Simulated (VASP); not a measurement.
# Mo (Im-3m) in VASP: notebook

The runs below take Mo through single point, with r2SCAN.

All numbers are computed with VASP 6.6.1; they aren't measurements. Logs are shortened: lines on timing, memory, paths and dates and some standing lists are left out, and cuts for length are marked.

## (1) The cell of the first run

Symmetry: Im-3m, No. 229, cubic system. Conventional cell: a = 3.061 Å, b = 3.061 Å, c = 3.061 Å, α = 90.00°, β = 90.00°, γ = 90.00°. Within 3.5 Å of Mo (site symmetry m-3m) lie 14 Mo at 2.65 to 3.06 Å.

## (2) Single point, r2SCAN

File POSCAR:

```
Mo
1.0
   -1.5302858480      1.5302858480      1.5302858480
    1.5302858480     -1.5302858480      1.5302858480
    1.5302858480      1.5302858480     -1.5302858480
Mo
1
Direct
    0.0000000000      0.0000000000      0.0000000000
```

File INCAR.step1:

```
SYSTEM = Mo
ALGO = Normal ; EDIFF = 1E-4
ENCUT = 520 ; GGA = PE
ISMEAR = -1 ; LASPH = .True.
LCHARG = .False. ; LREAL = .False.
LWAVE = .True. ; NBANDS = 13
NELM = 60 ; PREC = Accurate
SIGMA = 0.05
```

File INCAR.step2:

```
SYSTEM = Mo
ALGO = Normal ; EDIFF = 1E-6
ENCUT = 520 ; ISIF = 2
ISMEAR = -1 ; ISTART = 1
LASPH = .True. ; LCHARG = .False.
LMIXTAU = .True. ; LREAL = .False.
LWAVE = .False. ; METAGGA = R2SCAN
NBANDS = 13 ; NELM = 60
PREC = Accurate ; SIGMA = 0.05
```

File KPOINTS:

```
k-points
0
Gamma
  13 13 13
  0 0 0
```

Potentials or basis: VASP PAW PBE potentials, release 64 (Mo_sv).

The run is started by

```sh
$ cat potpaw_PBE.64/Mo_sv/POTCAR > POTCAR
$ cp INCAR.step1 INCAR
$ mpirun -np 1 vasp_std > vasp.out
$ cp INCAR.step2 INCAR
$ mpirun -np 1 vasp_std > vasp.out
```

OUTCAR:

```text
SYSTEM = Mo
   EDIFF = 1E-6
   ENCUT = 520
   ISIF = 2
   ISMEAR = -1
   ISTART = 1
   LASPH = .True.
   LREAL = .False.
   METAGGA = R2SCAN
   NELM = 60
   PREC = Accurate

 ion  position               nearest neighbor table
   1  0.000  0.000  0.000-

  LATTYP: Found a body centered cubic cell.
 ALAT       =     3.0605716960

  Lattice vectors:

 A1 = (  -1.5302858480,   1.5302858480,   1.5302858480)
 A2 = (   1.5302858480,  -1.5302858480,   1.5302858480)
 A3 = (   1.5302858480,   1.5302858480,  -1.5302858480)

Analysis of symmetry for initial positions (statically):
=====================================================================
 Subroutine PRICEL returns:
 Original cell was already a primitive cell.

 Routine SETGRP: Setting up the symmetry group for a
 body centered cubic supercell.

 Subroutine GETGRP returns: Found 48 space group operations
 (whereof 48 operations were pure point group operations)
 out of a pool of 48 trial point group operations.

The static configuration has the point symmetry O_h .

Analysis of symmetry for dynamics (positions and initial velocities):
=====================================================================
 Subroutine PRICEL returns:
 Original cell was already a primitive cell.

 Routine SETGRP: Setting up the symmetry group for a
 body centered cubic supercell.

 Subroutine GETGRP returns: Found 48 space group operations
 (whereof 48 operations were pure point group operations)
 out of a pool of 48 trial point group operations.

The dynamic configuration has the point symmetry O_h .

 Subroutine INISYM returns: Found 48 space group operations
 (whereof 48 operations are pure point group operations),
 and found     1 'primitive' translations

----------------------------------------------------------------------------------------

                                     Primitive cell

  volume of cell :      14.3343

  direct lattice vectors                    reciprocal lattice vectors
    -1.530285848  1.530285848  1.530285848     0.000000000  0.326736342  0.326736342
     1.530285848 -1.530285848  1.530285848     0.326736342  0.000000000  0.326736342
     1.530285848  1.530285848 -1.530285848     0.326736342  0.326736342  0.000000000

  length of vectors
     2.650532839  2.650532839  2.650532839     0.462074966  0.462074966  0.462074966

  position of ions in fractional coordinates (direct lattice)
     0.000000000  0.000000000  0.000000000

  ion indices of the primitive-cell ions
   primitive index   ion index
                 1           1

----------------------------------------------------------------------------------------

 KPOINTS: k-points

Automatic generation of k-mesh.
 Grid dimensions read from file:
 generate k-points for:   13   13   13

 Generating k-lattice:

  Cartesian coordinates                     Fractional coordinates (reciprocal lattice)
     0.000000000  0.025133565  0.025133565     0.076923077  0.000000000  0.000000000
     0.025133565  0.000000000  0.025133565     0.000000000  0.076923077  0.000000000
     0.025133565  0.025133565  0.000000000     0.000000000  0.000000000  0.076923077

  Length of vectors
     0.035544228  0.035544228  0.035544228

  Shift w.r.t. Gamma in fractional coordinates (k-lattice)
     0.000000000  0.000000000  0.000000000

 Subroutine IBZKPT returns following result:
 ===========================================

 Found     84 irreducible k-points:

 Following reciprocal coordinates:
            Coordinates               Weight
  0.000000  0.000000  0.000000      1.000000
  0.076923  0.000000  0.000000     12.000000
  0.153846  0.000000  0.000000     12.000000
  0.230769  0.000000  0.000000     12.000000
  0.307692  0.000000  0.000000     12.000000
  0.384615  0.000000  0.000000     12.000000
[... 16 lines left out ...]
  0.153846  0.076923  0.076923     24.000000
  0.230769  0.076923  0.076923     24.000000
 [... further k-points ...]
   k-points           NKPTS =     84   k-points in BZ     NKDIM =     84   number of bands    NBANDS=     13
   number of dos      NEDOS =    301   number of ions     NIONS =      1
   total plane-waves  NPLWV =   8000
   dimension x,y,z NGX =    20 NGY =   20 NGZ =   20
   dimension x,y,z NGXF=    40 NGYF=   40 NGZF=   40
   ions per type =               1
   NGX,Y,Z   is equivalent  to a cutoff of  12.54, 12.54, 12.54 a.u.
   NGXF,Y,Z  is equivalent  to a cutoff of  25.09, 25.09, 25.09 a.u.
 SYSTEM =  Mo
   PREC   = accura    normal or accurate (medium, high low for compatibility)
   ISTART =      1    job   : 0-new  1-cont  2-samecut
   ICHARG =      0    charge: 1-file 2-atom 10-const
   ISPIN  =      1    spin polarized calculation?
   LNONCOLLINEAR =      F non collinear calculations
   LSORBIT =      F    spin-orbit coupling
   LASPH  =      T    aspherical Exc in radial PAW
   ENCUT  =  520.0 eV  38.22 Ry    6.18 a.u.   4.93  4.93  4.93*2*pi/ulx,y,z
   NELM   =     60;   NELMIN=  2; NELMDL=  0     # of ELM steps
   EDIFF  = 0.1E-05   stopping-criterion for ELM
   LREAL  =      F    real-space projection
   EDIFFG = 0.1E-04   stopping-criterion for IOM
   NSW    =      0    number of steps for IOM
   IBRION =     -1    ionic relax: 0-MD 1-quasi-New 2-CG
   NFREE  =      0    steps in history (QN), initial steepest desc. (CG)
   ISIF   =      2    stress and relaxation
   ISYM   =      2    0-nonsym 1-usesym 2-fastsym
   POTIM  = 0.5000    time-step for ionic-motion
   TEBEG  =    0.0;   TEEND  =   0.0 temperature during run
   PSTRESS=    0.0 pullay stress
   NELECT =      14.0000    total number of electrons
   NUPDOWN=      -1.0000    fix difference up-down
   EMIN   =  10.00;   EMAX   =-10.00  energy-range for DOS
   EFERMI =   0.00;   METHOD = LEGACY
   ISMEAR =    -1;   SIGMA  =   0.05  broadening in eV -4-tet -1-fermi 0-gaus
   EFERMI_NEDOS =   21; number of points for ismear=-14 and -15
   IALGO  =     38    algorithm
   IMIX   =      4    mixing-type and parameters
     AMIX     =   0.40;   BMIX     =  1.00
     AMIX_MAG =   1.60;   BMIX_MAG =  1.00
  volume/ion in A,a.u.               =      14.33        96.73
  Fermi-wavevector in a.u.,A,eV,Ry     =   1.624270  3.069426 35.895622  2.638254
  Thomas-Fermi vector in A             =   2.717584
   LORBIT       =      0    0 simple, 1 ext, 2 COOP (PROOUT), +10 PAW based schemes
   METAGGA = R2SCAN    functional components
   LHFCALC =     F    Hartree Fock is set to
   AEXX    =    0.0000 exact exchange contribution
   IVDW    =     0    specifies the selected vdW correction
   LEPSILON=     F    determine dielectric tensor
   LRPA    =     F    only Hartree local field effects (RPA)
 non-spin polarized calculation
  energy-cutoff  :      520.00
  volume of cell :       14.33
 maximum number of plane-waves:       398
   NGX =  9   NGY =  9   NGZ =  9

 number of electron      14.0000000 magnetization

 Free energy of the ion-electron system (eV)
  ---------------------------------------------------
  ext. energy  EPLUGINS =         0.00000000
  ---------------------------------------------------
  free energy    TOTEN  =       -25.96557054 eV

  energy without entropy =      -25.95915309  energy(sigma->0) =      -25.96236181

 E-fermi :  14.1775     XC(G=0): -15.1952

 val. band max:       14.1191090220   @ k =  -0.3077   0.3077   0.1538
 cond. band min:      14.1918854734   @ k =  -0.3846   0.3846   0.2308
 fundamental gap:      0.0727764515
 Fermi energy:        14.1774714869

 k-point     1 :       0.0000    0.0000    0.0000
  band No.  band energies     occupation
      1     -49.2577      2.00000
      2     -21.4838      2.00000
      3     -21.4838      2.00000
      4     -21.4838      2.00000
      5       6.0923      2.00000
      6      12.4003      2.00000
      7      12.4003      2.00000
      8      12.4003      2.00000
      9      16.0550      0.00000
     10      16.0550      0.00000
     11      29.6068      0.00000
     12      29.6068      0.00000
     13      29.6068      0.00000

 k-point     2 :       0.0769    0.0000    0.0000
  band No.  band energies     occupation
      1     -49.2348      2.00000
      2     -21.6059      2.00000
      3     -21.5204      2.00000
      4     -21.4850      2.00000
      5       6.3941      2.00000
      6      12.2223      2.00000
      7      12.3653      2.00000
      8      12.6882      2.00000
      9      15.7902      0.00000
     10      16.0558      0.00000
     11      29.8424      0.00000
     12      30.1192      0.00000
     13      30.2514      0.00000

 k-point     3 :       0.1538    0.0000    0.0000
  band No.  band energies     occupation
      1     -49.1710      2.00000
      2     -21.9370      2.00000
      3     -21.6209      2.00000
      4     -21.4883      2.00000
      5       7.1925      2.00000
      6      11.7627      2.00000
      7      12.2156      2.00000
      8      13.5282      2.00000
      9      15.3779      0.00000
     10      16.0834      0.00000
     11      30.2824      0.00000
     12      31.5731      0.00000
     13      31.5975      0.00000
[... 305 lines left out ...]
 k-point    23 :       0.1538    0.0769    0.0769
  band No.  band energies     occupation
      1     -49.0504      2.00000
      2     -22.5314      2.00000
      3     -21.7220      2.00000
      4     -21.5845      2.00000
      5       8.6205      2.00000
      6      11.0134      2.00000
      7      11.3098      2.00000
      8      15.6149      0.00000
      9      16.0862      0.00000
     10      16.1124      0.00000
     11      30.8677      0.00000
     12      31.8600      0.00000
     13      32.5262      0.00000

 k-point    24 :       0.2308    0.0769    0.0769
  band No.  band energies     occupation
      1     -48.9612      2.00000
      2     -22.8890      2.00000
      3     -21.9105      2.00000
      4     -21.5994      2.00000
      5       8.9757      2.00000
      6      10.5244      2.00000
      7      11.8886      2.00000
      8      15.7912      0.00000
      9      16.4320      0.00000
     10      17.9461      0.00000
     11      29.5323      0.00000
     12      30.6970      0.00000
     13      34.6332      0.00000

 [... further k-points ...]

------------------------ aborting loop because EDIFF is reached ----------------------------------------

  FORCE on cell =-STRESS in cart. coord.  units (eV):
  Direction    XX          YY          ZZ          XY          YZ          ZX
  --------------------------------------------------------------------------------------
  -------------------------------------------------------------------------------------
  Total        2.6387947      2.6387947      2.6387947      0.0000000      0.0000000      0.0000000
  in kB      294.9432848    294.9432848    294.9432848      0.0000000      0.0000000      0.0000000
  external PRESSURE =     294.9432848 kB  Pullay stress =       0.0000000 kB

 VOLUME and BASIS-vectors are now :
 -----------------------------------------------------------------------------
  energy-cutoff  :      520.00
  volume of cell :       14.33
      direct lattice vectors                 reciprocal lattice vectors
    -1.530285848  1.530285848  1.530285848     0.000000000  0.326736342  0.326736342
     1.530285848 -1.530285848  1.530285848     0.326736342  0.000000000  0.326736342
     1.530285848  1.530285848 -1.530285848     0.326736342  0.326736342  0.000000000

 POSITION                                       TOTAL-FORCE (eV/Angst)
 -----------------------------------------------------------------------------------
      0.00000      0.00000      0.00000        -0.000000      0.000000      0.000000
 -----------------------------------------------------------------------------------
    total drift:                                0.000000      0.000000      0.000000

  FREE ENERGIE OF THE ION-ELECTRON SYSTEM (eV)
  ---------------------------------------------------
  free  energy   TOTEN  =       -25.9655705397 eV

  energy  without entropy=      -25.9591530859  energy(sigma->0) =      -25.96236181
```

Wall time 22 s (1 thread of Intel Xeon 6975P-C (Granite Rapids), shared host); peak memory 0.13 GiB.

What came out:

* Free energy: -25.9656 eV
* Pressure: 29.5 GPa
* Band gap on the k mesh: zero (band 7 reaches 18.22 eV, above the bottom of band 8 at 12.40 eV)

Levels at points of the mesh, in eV from the Fermi level:
```csv
k point,band 5,band 6,band 7,band 8,band 9,band 10
"(0.00, 0.00, 0.00)",-8.09,-1.78,-1.78,-1.78,1.88,1.88
```

Caveat: the PAW data sets were made with another functional, which shifts forces and pressure a little.

## (3) Single point, r2SCAN

This run uses another cell than the first one, of 14.75 Å³/atom, 1.029 times its volume.

File POSCAR:

```
Mo
1.0
   -1.5449306216      1.5449306216      1.5449306216
    1.5449306216     -1.5449306216      1.5449306216
    1.5449306216      1.5449306216     -1.5449306216
Mo
1
Direct
    0.0000000000      0.0000000000      0.0000000000
```

File INCAR.step1:

```
SYSTEM = Mo
PREC     = Accurate       ! precision mode
ENCUT    = 520            ! plane-wave cutoff, eV
ISMEAR   = -1             ! smearing method
SIGMA    = 0.05           ! smearing width, eV
LREAL    = .False.        ! projectors in reciprocal space
LASPH    = .True.         ! aspherical terms in the spheres
NELM     = 100            ! most SCF steps
NBANDS   = 13             ! bands
GGA      = PE             ! functional
ALGO     = Normal         ! electronic algorithm
EDIFF    = 1E-4           ! SCF threshold, eV
LWAVE    = .True.         ! write WAVECAR
LCHARG   = .False.        ! write CHGCAR
```

File INCAR.step2:

```
SYSTEM = Mo
PREC     = Accurate       ! precision mode
ENCUT    = 520            ! plane-wave cutoff, eV
EDIFF    = 1E-6           ! SCF threshold, eV
ISMEAR   = -1             ! smearing method
SIGMA    = 0.05           ! smearing width, eV
LREAL    = .False.        ! projectors in reciprocal space
LASPH    = .True.         ! aspherical terms in the spheres
NELM     = 100            ! most SCF steps
ALGO     = Normal         ! electronic algorithm
ISIF     = 2              ! what is computed and relaxed
LWAVE    = .False.        ! write WAVECAR
LCHARG   = .False.        ! write CHGCAR
METAGGA  = R2SCAN         ! meta-GGA
LMIXTAU  = .True.       
NBANDS   = 13             ! bands
ISTART   = 1
```

File KPOINTS:

```
regular mesh
0
Gamma
  13 13 13
  0 0 0
```

Potentials or basis: VASP PAW PBE potentials, release 64 (Mo_sv).

The run is started by

```sh
$ cat potpaw_PBE.64/Mo_sv/POTCAR > POTCAR
$ cp INCAR.step1 INCAR
$ mpirun -np 1 vasp_std > vasp.out
$ cp INCAR.step2 INCAR
$ mpirun -np 1 vasp_std > vasp.out
```

Wall time 24 s (1 thread of Intel Xeon 6975P-C (Granite Rapids), shared host); peak memory 0.13 GiB.

Results (log left out):

* Free energy: -26.0281 eV
* Pressure: 18.9 GPa
* Band gap on the k mesh: zero (band 7 reaches 17.57 eV, above the bottom of band 8 at 11.97 eV)

Levels at points of the mesh, in eV from the Fermi level:
```tsv
k point	band 3	band 4	band 5	band 6	band 7	band 8	band 9	band 10	band 11	band 12
(0.00, 0.00, 0.00)	-35.73	-35.73	-8.01	-1.71	-1.71	-1.71	1.83	1.83	15.40	15.40
```

Caveat: the PAW data sets were made with another functional, which shifts forces and pressure a little.

## (4) Single point, r2SCAN

This run uses another cell than the first one, of 15.17 Å³/atom, 1.058 times its volume.

File POSCAR:

```
Mo
1.0
   -1.5593028945      1.5593028945      1.5593028945
    1.5593028945     -1.5593028945      1.5593028945
    1.5593028945      1.5593028945     -1.5593028945
Mo
1
Direct
    0.0000000000      0.0000000000      0.0000000000
```

File INCAR.step1:

```
SYSTEM = Mo
  ALGO = Normal
  EDIFF = 1E-4
  ENCUT = 520
  GGA = PE
  ISMEAR = -1
  LASPH = .TRUE.
  LCHARG = .FALSE.
  LREAL = .FALSE.
  LWAVE = .TRUE.
  NBANDS = 13
  NELM = 60
  PREC = Accurate
  SIGMA = 0.05
```

File INCAR.step2:

```
SYSTEM = Mo
  ALGO = Normal
  EDIFF = 1E-6
  ENCUT = 520
  ISIF = 2
  ISMEAR = -1
  ISTART = 1
  LASPH = .TRUE.
  LCHARG = .TRUE.
  LELF = .TRUE.
  LMIXTAU = .TRUE.
  LREAL = .FALSE.
  LVHAR = .TRUE.
  LWAVE = .FALSE.
  METAGGA = R2SCAN
  NBANDS = 13
  NELM = 60
  PREC = Accurate
  SIGMA = 0.05
```

File KPOINTS:

```
k-points
0
G
  13 13 13
  0 0 0
```

The run is started by

```sh
$ cat potpaw_PBE.64/Mo_sv/POTCAR > POTCAR
$ cp INCAR.step1 INCAR
$ mpirun -np 1 vasp_std > vasp.out
$ cp INCAR.step2 INCAR
$ mpirun -np 1 vasp_std > vasp.out
```

It took 24 s on 1 thread of Intel Xeon 6975P-C (Granite Rapids), shared host; peak memory 0.13 GiB.

The run converged. Its results:

| Property | Result |
| --- | --- |
| Free energy | -26.0652 eV |
| Pressure | 9.8 GPa |
| Band gap on the k mesh | zero (band 7 reaches 16.95 eV, above the bottom of band 8 at 11.56 eV) |

Levels at points of the mesh, in eV from the Fermi level:
| k point | band 4 | band 5 | band 6 | band 7 | band 8 | band 9 | band 10 | band 11 |
| --- | --- | --- | --- | --- | --- | --- | --- | --- |
| (0.00, 0.00, 0.00) | -35.79 | -7.92 | -1.65 | -1.65 | -1.65 | 1.79 | 1.79 | 15.37 |

Caveat: the PAW data sets were made with another functional, which shifts forces and pressure a little.

## (5) Summary

```tsv
cell	gap on the mesh (eV)	pressure (GPa)
a = 2.651 Å, angles 109.5°, 1 atom	none	29.5
a = 2.676 Å, angles 109.5°, 1 atom	none	18.9
a = 2.701 Å, angles 109.5°, 1 atom	none	9.8
```

Alike in all rows: task single point; level r2SCAN; potentials or basis VASP PAW PBE potentials, release 64 (Mo_sv); no spin polarisation; k mesh 13 × 13 × 13; cutoff (eV) 520; smearing fermi-dirac 0.05 eV.

Caveats: the PAW data sets were made with another functional, which shifts forces and pressure a little.

Absolute energies hang on the potentials; compare differences alone.
